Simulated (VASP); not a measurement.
# BN (I-4m2) in VASP: further runs

Runs on BN. Level: r2SCAN. Tasks: single point.

Everything below comes from runs of VASP 6.6.1. Logs are shortened: lines on timing, memory, paths and dates and some standing lists are left out, and cuts for length are marked.

## (1) The cell of the first run

Symmetry: I-4m2, No. 119, tetragonal system. The conventional cell has a = 2.359 Å, b = 2.359 Å, c = 3.626 Å, α = 90.00°, β = 90.00°, γ = 90.00°. B (site symmetry -4m2) has 4 N at 1.49 Å within 2.0 Å. N (site symmetry -4m2) has 4 B at 1.49 Å within 2.0 Å.

## (2) Single point, r2SCAN (strain -0.080 along x and y, +0.000 along z)

Input file POSCAR:

```
BN
1.0
    0.0000000000      1.6679609200      1.8130010000
    1.6679609200      0.0000000000      1.8130010000
    1.6679609200      1.6679609200      0.0000000000
B N
1 1
Direct
    0.0000000000      0.0000000000      0.0000000000
    0.7500000000      0.7500000000      0.7500000000
```

Input file INCAR.step1:

```
SYSTEM = BN
PREC = Accurate
ENCUT = 520
ISMEAR = 0
SIGMA = 0.05
LREAL = .FALSE.
LASPH = .TRUE.
NELM = 60
NBANDS = 11
GGA = PE
ALGO = Normal
EDIFF = 1E-4
LWAVE = .TRUE.
LCHARG = .FALSE.
```

Input file INCAR.step2:

```
SYSTEM = BN
PREC = Accurate
ENCUT = 520
EDIFF = 1E-6
ISMEAR = 0
SIGMA = 0.05
LREAL = .FALSE.
LASPH = .TRUE.
NELM = 60
ALGO = Normal
ISIF = 2
LWAVE = .FALSE.
LCHARG = .FALSE.
METAGGA = R2SCAN
LMIXTAU = .TRUE.
NBANDS = 11
ISTART = 1
```

Input file KPOINTS:

```
Automatic mesh
0
G
  12 12 12
  0 0 0
```

Potentials or basis: VASP PAW PBE potentials, release 64 (B, N).

Started as:

```
$ cat potpaw_PBE.64/B/POTCAR potpaw_PBE.64/N/POTCAR > POTCAR
$ cp INCAR.step1 INCAR
$ mpirun -np 1 vasp_std > vasp.out
$ cp INCAR.step2 INCAR
$ mpirun -np 1 vasp_std > vasp.out
```

OUTCAR:

```text
SYSTEM = BN
   PREC = Accurate
   ENCUT = 520
   EDIFF = 1E-6
   ISMEAR = 0
   LREAL = .FALSE.
   LASPH = .TRUE.
   NELM = 60
   ISIF = 2
   METAGGA = R2SCAN
   ISTART = 1

 ion  position               nearest neighbor table
   1  0.000  0.000  0.000-   2 1.49   2 1.49   2 1.49   2 1.49
   2  0.750  0.750  0.750-   1 1.49   1 1.49   1 1.49   1 1.49

  LATTYP: Found a body centered tetragonal cell.
 ALAT       =     2.3588529546
 C/A-ratio  =     1.5371886548

  Lattice vectors:

 A1 = (  -1.6679609200,   0.0000000000,   1.8130010000)
 A2 = (   1.6679609200,   0.0000000000,   1.8130010000)
 A3 = (   0.0000000000,   1.6679609200,  -1.8130010000)

Analysis of symmetry for initial positions (statically):
=====================================================================
 Subroutine PRICEL returns:
 Original cell was already a primitive cell.

 Routine SETGRP: Setting up the symmetry group for a
 body centered tetragonal supercell.

 Subroutine GETGRP returns: Found  8 space group operations
 (whereof  8 operations were pure point group operations)
 out of a pool of 16 trial point group operations.

The static configuration has the point symmetry D_2d.

Analysis of symmetry for dynamics (positions and initial velocities):
=====================================================================
 Subroutine PRICEL returns:
 Original cell was already a primitive cell.

 Routine SETGRP: Setting up the symmetry group for a
 body centered tetragonal supercell.

 Subroutine GETGRP returns: Found  8 space group operations
 (whereof  8 operations were pure point group operations)
 out of a pool of 16 trial point group operations.

The dynamic configuration has the point symmetry D_2d.

 Subroutine INISYM returns: Found  8 space group operations
 (whereof  8 operations are pure point group operations),
 and found     1 'primitive' translations

----------------------------------------------------------------------------------------

                                     Primitive cell

  volume of cell :      10.0879

  direct lattice vectors                    reciprocal lattice vectors
     0.000000000  1.667960920  1.813001000    -0.299767215  0.299767215  0.275785838
     1.667960920  0.000000000  1.813001000     0.299767215 -0.299767215  0.275785838
     1.667960920  1.667960920  0.000000000     0.299767215  0.299767215 -0.275785838

  length of vectors
     2.463547494  2.463547494  2.358852955     0.505745583  0.505745583  0.505745583

  position of ions in fractional coordinates (direct lattice)
     0.000000000  0.000000000  0.000000000
     0.750000000  0.750000000  0.750000000

  ion indices of the primitive-cell ions
   primitive index   ion index
                 1           1
                 2           2

----------------------------------------------------------------------------------------

 KPOINTS: Automatic mesh

Automatic generation of k-mesh.
 Grid dimensions read from file:
 generate k-points for:   12   12   12

 Generating k-lattice:

  Cartesian coordinates                     Fractional coordinates (reciprocal lattice)
    -0.024980601  0.024980601  0.022982153     0.083333333  0.000000000  0.000000000
     0.024980601 -0.024980601  0.022982153     0.000000000  0.083333333  0.000000000
     0.024980601  0.024980601 -0.022982153     0.000000000  0.000000000  0.083333333

  Length of vectors
     0.042145465  0.042145465  0.042145465

  Shift w.r.t. Gamma in fractional coordinates (k-lattice)
     0.000000000  0.000000000  0.000000000

 Subroutine IBZKPT returns following result:
 ===========================================

 Found    163 irreducible k-points:

 Following reciprocal coordinates:
            Coordinates               Weight
  0.000000  0.000000  0.000000      1.000000
  0.083333 -0.000000  0.000000      8.000000
  0.166667 -0.000000  0.000000      8.000000
  0.250000 -0.000000  0.000000      8.000000
  0.333333 -0.000000  0.000000      8.000000
  0.416667 -0.000000  0.000000      8.000000
[... 16 lines left out ...]
  0.500000  0.166667  0.000000      8.000000
 -0.416667  0.166667  0.000000      8.000000
 [... further k-points ...]
   k-points           NKPTS =    163   k-points in BZ     NKDIM =    163   number of bands    NBANDS=     11
   number of dos      NEDOS =    301   number of ions     NIONS =      2
   total plane-waves  NPLWV =   5832
   dimension x,y,z NGX =    18 NGY =   18 NGZ =   18
   dimension x,y,z NGXF=    36 NGYF=   36 NGZF=   36
   ions per type =               1   1
   NGX,Y,Z   is equivalent  to a cutoff of  12.15, 12.15, 12.69 a.u.
   NGXF,Y,Z  is equivalent  to a cutoff of  24.29, 24.29, 25.37 a.u.
 SYSTEM =  BN
   PREC   = accura    normal or accurate (medium, high low for compatibility)
   ISTART =      1    job   : 0-new  1-cont  2-samecut
   ICHARG =      0    charge: 1-file 2-atom 10-const
   ISPIN  =      1    spin polarized calculation?
   LNONCOLLINEAR =      F non collinear calculations
   LSORBIT =      F    spin-orbit coupling
   LASPH  =      T    aspherical Exc in radial PAW
   ENCUT  =  520.0 eV  38.22 Ry    6.18 a.u.   4.58  4.58  4.39*2*pi/ulx,y,z
   NELM   =     60;   NELMIN=  2; NELMDL=  0     # of ELM steps
   EDIFF  = 0.1E-05   stopping-criterion for ELM
   LREAL  =      F    real-space projection
   EDIFFG = 0.1E-04   stopping-criterion for IOM
   NSW    =      0    number of steps for IOM
   IBRION =     -1    ionic relax: 0-MD 1-quasi-New 2-CG
   NFREE  =      0    steps in history (QN), initial steepest desc. (CG)
   ISIF   =      2    stress and relaxation
   ISYM   =      2    0-nonsym 1-usesym 2-fastsym
   POTIM  = 0.5000    time-step for ionic-motion
   TEBEG  =    0.0;   TEEND  =   0.0 temperature during run
   PSTRESS=    0.0 pullay stress
   NELECT =       8.0000    total number of electrons
   NUPDOWN=      -1.0000    fix difference up-down
   EMIN   =  10.00;   EMAX   =-10.00  energy-range for DOS
   EFERMI =   0.00;   METHOD = LEGACY
   ISMEAR =     0;   SIGMA  =   0.05  broadening in eV -4-tet -1-fermi 0-gaus
   EFERMI_NEDOS =   21; number of points for ismear=-14 and -15
   IALGO  =     38    algorithm
   IMIX   =      4    mixing-type and parameters
     AMIX     =   0.40;   BMIX     =  1.00
     AMIX_MAG =   1.60;   BMIX_MAG =  1.00
  volume/ion in A,a.u.               =       5.04        34.04
  Fermi-wavevector in a.u.,A,eV,Ry     =   1.515322  2.863543 31.241704  2.296200
  Thomas-Fermi vector in A             =   2.624861
   LORBIT       =      0    0 simple, 1 ext, 2 COOP (PROOUT), +10 PAW based schemes
   METAGGA = R2SCAN    functional components
   LHFCALC =     F    Hartree Fock is set to
   AEXX    =    0.0000 exact exchange contribution
   IVDW    =     0    specifies the selected vdW correction
   LEPSILON=     F    determine dielectric tensor
   LRPA    =     F    only Hartree local field effects (RPA)
 non-spin polarized calculation
 Gauss-broadening in eV      SIGMA  =   0.05
  energy-cutoff  :      520.00
  volume of cell :       10.09
 maximum number of plane-waves:       282
   NGX =  9   NGY =  9   NGZ =  9

 number of electron       7.9999999 magnetization

 Free energy of the ion-electron system (eV)
  ---------------------------------------------------
  ext. energy  EPLUGINS =         0.00000000
  ---------------------------------------------------
  free energy    TOTEN  =       -18.66752364 eV

  energy without entropy =      -18.66752364  energy(sigma->0) =      -18.66752364

 E-fermi :   9.9100     XC(G=0): -14.5108

 val. band max:        9.6857496305   @ k =   0.0000   0.0000   0.0000
 cond. band min:      13.9531608851   @ k =   0.5000   0.0000   0.5000
 fundamental gap:      4.2674112546
 Fermi energy:         9.9099752115

 k-point     1 :       0.0000    0.0000    0.0000
  band No.  band energies     occupation
      1     -13.9132      2.00000
      2       8.6078      2.00000
      3       9.6857      2.00000
      4       9.6857      2.00000
      5      19.4950      0.00000
      6      19.4950      0.00000
      7      20.1296      0.00000
      8      23.1756      0.00000
      9      36.9081      0.00000
     10      38.2904      0.00000
     11      38.7972      0.00000

 k-point     2 :       0.0833   -0.0000    0.0000
  band No.  band energies     occupation
      1     -13.7144      2.00000
      2       7.9911      2.00000
      3       8.9927      2.00000
      4       9.5060      2.00000
      5      19.6255      0.00000
      6      19.8458      0.00000
      7      20.6970      0.00000
      8      23.6816      0.00000
      9      35.1408      0.00000
     10      38.3083      0.00000
     11      39.6046      0.00000

 k-point     3 :       0.1667   -0.0000    0.0000
  band No.  band energies     occupation
      1     -13.1243      2.00000
      2       5.7897      2.00000
      3       8.1260      2.00000
      4       9.0728      2.00000
      5      19.9152      0.00000
      6      20.6967      0.00000
      7      21.7029      0.00000
      8      24.9313      0.00000
      9      34.0393      0.00000
     10      37.3483      0.00000
     11      37.4936      0.00000

 k-point     4 :       0.2500   -0.0000    0.0000
  band No.  band energies     occupation
      1     -12.1654      2.00000
      2       2.9419      2.00000
      3       7.3595      2.00000
      4       8.5811      2.00000
      5      20.0805      0.00000
      6      21.5904      0.00000
      7      22.5593      0.00000
      8      26.2108      0.00000
      9      34.3113      0.00000
     10      36.4058      0.00000
     11      37.0694      0.00000
[... 239 lines left out ...]
 k-point    22 :       0.4167    0.1667    0.0000
  band No.  band energies     occupation
      1     -10.0799      2.00000
      2       0.0001      2.00000
      3       4.7841      2.00000
      4       6.5470      2.00000
      5      19.9777      0.00000
      6      23.9371      0.00000
      7      24.8906      0.00000
      8      26.7322      0.00000
      9      32.7879      0.00000
     10      39.3383      0.00000
     11      41.7879      0.00000

 k-point    23 :       0.5000    0.1667    0.0000
  band No.  band energies     occupation
      1      -8.8112      2.00000
      2      -1.9871      2.00000
      3       4.0213      2.00000
      4       6.7008      2.00000
      5      20.2931      0.00000
      6      24.0631      0.00000
      7      24.6010      0.00000
      8      28.0771      0.00000
      9      33.8727      0.00000
     10      39.7992      0.00000
     11      40.9320      0.00000

 k-point    24 :      -0.4167    0.1667    0.0000
  band No.  band energies     occupation
      1      -8.3470      2.00000
      2      -2.6204      2.00000
      3       3.5905      2.00000
      4       7.1146      2.00000
      5      20.8245      0.00000
      6      23.9609      0.00000
      7      24.0494      0.00000
      8      28.2576      0.00000
      9      34.8041      0.00000
     10      38.1647      0.00000
     11      40.6253      0.00000

 [... further k-points ...]
[... 5 lines left out ...]
  --------------------------------------------------------------------------------------
  -------------------------------------------------------------------------------------
  Total        6.5611238      6.5611238      2.1339000      0.0000000      0.0000000      0.0000000
  in kB     1042.0511442   1042.0511442    338.9103707      0.0000000      0.0000000      0.0000000
  external PRESSURE =     807.6708864 kB  Pullay stress =       0.0000000 kB

 VOLUME and BASIS-vectors are now :
 -----------------------------------------------------------------------------
  energy-cutoff  :      520.00
  volume of cell :       10.09
      direct lattice vectors                 reciprocal lattice vectors
     0.000000000  1.667960920  1.813001000    -0.299767215  0.299767215  0.275785838
     1.667960920  0.000000000  1.813001000     0.299767215 -0.299767215  0.275785838
     1.667960920  1.667960920  0.000000000     0.299767215  0.299767215 -0.275785838

 POSITION                                       TOTAL-FORCE (eV/Angst)
 -----------------------------------------------------------------------------------
      0.00000      0.00000      0.00000         0.000000      0.000000      0.000000
      2.50194      2.50194      2.71950        -0.000000     -0.000000     -0.000000
 -----------------------------------------------------------------------------------
    total drift:                               -0.000000     -0.000000     -0.000000

  FREE ENERGIE OF THE ION-ELECTRON SYSTEM (eV)
  ---------------------------------------------------
  free  energy   TOTEN  =       -18.6675236447 eV

  energy  without entropy=      -18.6675236447  energy(sigma->0) =      -18.66752364
```

It took 2 min on 1 thread of AMD EPYC 7R13, shared host; peak memory 0.1 GiB.

What came out:

| Property | Result |
| --- | --- |
| Free energy | -18.6675 eV |
| Pressure | 80.8 GPa |
| Band gap on the k mesh | 4.27 eV, indirect (least direct gap 9.81 eV) |

Levels at points of the mesh, in eV from the valence-band top:
```
           k point  band 2  band 3  band 4  band 5  band 6  band 7
(0.00, 0.00, 0.00)   -1.08    0.00    0.00    9.81    9.81   10.44
(0.50, 0.00, 0.00)  -13.00   -3.51   -1.87   10.14   12.62   13.93
(0.50, 0.50, 0.00)  -11.69   -5.37   -5.37    6.05   11.84   21.34
(0.50, 0.00, 0.50)  -10.34   -6.74   -6.67    4.27    9.71   20.46
```

Caveat: the cell differs from its parent crystal (strain -0.080 along x and y, +0.000 along z); the PAW data sets were made with another functional, which shifts forces and pressure a little.

## (3) Single point, r2SCAN (strain -0.040 along x and y, -0.080 along z)

Input file POSCAR:

```
BN
1.0
    0.0000000000      1.7404809600      1.6679609200
    1.7404809600      0.0000000000      1.6679609200
    1.7404809600      1.7404809600      0.0000000000
B N
1 1
Direct
    0.0000000000      0.0000000000      0.0000000000
    0.7500000000      0.7500000000      0.7500000000
```

Input file INCAR.step1:

```
ALGO = Normal
EDIFF = 1E-4
ENCUT = 520
GGA = PE
ISMEAR = 0
LASPH = True
LCHARG = False
LREAL = False
LWAVE = True
NBANDS = 11
NELM = 80
PREC = Accurate
SIGMA = 0.05
```

Input file INCAR.step2:

```
ALGO = Normal
EDIFF = 1E-6
ENCUT = 520
ISIF = 2
ISMEAR = 0
ISTART = 1
LASPH = True
LCHARG = False
LMIXTAU = True
LREAL = False
LWAVE = False
METAGGA = R2SCAN
NBANDS = 11
NELM = 80
PREC = Accurate
SIGMA = 0.05
```

Input file KPOINTS:

```
k-points
0
Gamma
  12 12 12
```

Potentials or basis: VASP PAW PBE potentials, release 64 (B, N).

Started as:

```
$ cat potpaw_PBE.64/B/POTCAR potpaw_PBE.64/N/POTCAR > POTCAR
$ cp INCAR.step1 INCAR
$ mpirun -np 1 vasp_std > vasp.out
$ cp INCAR.step2 INCAR
$ mpirun -np 1 vasp_std > vasp.out
```

Run time: 2.2 min. Hardware: 1 thread of AMD EPYC 7R13, shared host; peak memory 0.1 GiB.

It converged, with:

| Quantity | Value |
| --- | --- |
| Free energy | -18.7676 eV |
| Pressure | 79.7 GPa |
| Band gap on the k mesh | 4.28 eV, indirect (least direct gap 9.81 eV) |

Stress tensor (GPa, compression positive):
```
69.86  0.00  0.00
 0.00 69.86  0.00
 0.00  0.00 99.35
```

Levels at points of the mesh, in eV from the valence-band top:
| k point | band 1 | band 2 | band 3 | band 4 | band 5 | band 6 | band 7 | band 8 | band 9 |
| --- | --- | --- | --- | --- | --- | --- | --- | --- | --- |
| (0.00, 0.00, 0.00) | -23.51 | -0.44 | -0.44 | 0.00 | 9.81 | 10.13 | 10.13 | 13.57 | 29.04 |
| (0.50, 0.00, 0.00) | -18.41 | -12.93 | -3.01 | -2.25 | 11.63 | 11.72 | 13.45 | 17.84 | 27.07 |
| (0.50, 0.50, 0.00) | -16.35 | -10.26 | -6.69 | -6.69 | 4.28 | 9.69 | 21.65 | 21.65 | 25.61 |
| (0.50, 0.00, 0.50) | -16.97 | -10.96 | -6.02 | -5.97 | 5.17 | 10.82 | 21.08 | 21.85 | 24.55 |

Caveat: the cell differs from its parent crystal (strain -0.040 along x and y, -0.080 along z); the PAW data sets were made with another functional, which shifts forces and pressure a little.

[end of part 1 of 2]
